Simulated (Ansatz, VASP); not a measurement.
# MnIrS3: VASP beside Ansatz

```
Mn Ir S
1.0
     4.58870    0.00000    0.00000
     0.00000    4.58870    0.00000
     0.00000    0.00000    4.58870
Mn Ir S
1 1 3
Direct
  0.00000 0.00000 0.00000
  0.50000 0.50000 0.50000
  0.50000 0.50000 0.00000
  0.50000 0.00000 0.50000
  0.00000 0.50000 0.50000
```

Change from the starting cell: species swapped into the CsYbCl3 type (Pm-3m, No. 221).

Alike in both runs: task single point; functional PBE; k mesh 4 × 4 × 4; occupations gaussian, width 0.1 eV; collinear spin.

|  | VASP | Ansatz |
| --- | --- | --- |
| version | VASP 6.6.1 | Ansatz 0.2.0 |
| potentials or method | VASP PAW PBE potentials, release 64 (Mn_pv, Ir, S), cutoff 520 eV | scalar-relativistic, plane waves, PAW |
| valence electrons in the cell | 40 | 50 |

```tsv
	VASP	Ansatz	Ansatz less VASP
gap on the k mesh at the Fermi level (eV)	none	none	-
pressure (GPa)	5.7	5.3	-0.32
net moment per atom (μB)	0.68	0.72	+0.033
size of the moment on the site where the two differ most (μB)	4.42	4.62	+0.203
```

Site moments also hang on the region over which each program counts them. A gap of «none» marks a metal or a gap that the smearing closes. VASP's potentials hold 40 valence electrons a cell and Ansatz's 50, so a difference there can come from the potentials and not from the codes. Ansatz's warnings: seeded moment not kept.

Neither program's run includes spin-orbit coupling.
